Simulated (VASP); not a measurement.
A run of VASP 6.6.1 is set up as follows.

INCAR

```
ALGO = Normal
EDIFF = 1E-7
ENCUT = 520
GGA = RE
ISIF = 2
ISMEAR = -1
LASPH = T
LCHARG = F
LREAL = F
LWAVE = F
NBANDS = 10
NELM = 80
PREC = Accurate
SIGMA = 0.1
```

The input KPOINTS:

```
k-points
0
Gamma
  22 22 22
```

The input POSCAR:

```
B
1.0
    0.0000000000      2.0359642158      2.0359642158
    2.0359642158      0.0000000000      2.0359642158
    2.0359642158      2.0359642158      0.0000000000
B
2
Direct
    0.1250000000      0.1250000000      0.1250000000
    0.8750000000      0.8750000000      0.8750000000
```

Potentials or basis: VASP PAW PBE potentials, release 64 (B).

Command:

```bash
$ cat potpaw_PBE.64/B/POTCAR > POTCAR
$ mpirun -np 1 vasp_std > vasp.out
```

Q: What does it give for the pressure?

A: -0.1 GPa.

Q: Estimate the band gap on the k mesh.

A: Zero (band 3 reaches 7.72 eV, above the bottom of band 4 at 0.67 eV).

Caveat: the PAW data sets were made with another functional, which shifts forces and pressure a little.
